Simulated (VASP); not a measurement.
Sb, 2 atoms in the cell. The typed cell holds 2 atoms: a = 3.297 Å, b = 4.660 Å, c = 4.237 Å, α = 90.00°, β = 90.14°, γ = 90.00°.  This cell differs from its parent crystal: biaxial strain in the a-b plane: +6.0 %.

- Program: VASP 6.6.1
- Task: single point
- Functional: PBE
- Potentials or basis: VASP PAW PBE potentials, release 64 (Sb)
- Cutoff: 520 eV
- k mesh: 14 × 10 × 10
- Occupations: gaussian, width 0.1 eV
- Spin: no spin polarisation
- Dipole correction: no
- Further INCAR settings: ALGO = Normal; EDIFF = 1e-06; NBANDS = 12

Potentials or basis: VASP PAW PBE potentials, release 64 (Sb).

The run is started by

```sh
$ cat potpaw_PBE.64/Sb/POTCAR > POTCAR
$ mpirun -np 1 vasp_std > vasp.out
```

Hardware: 1 thread of Intel(R) Xeon(R) Platinum 8488C (Sapphire Rapids) (shared host).

Problem. Estimate the wall time of this run.

Solution. It took 2.3 min on 1 thread of Intel(R) Xeon(R) Platinum 8488C (Sapphire Rapids) (shared host), peak memory 0.39 GiB. Counts: scf iterations 10, k points 432.
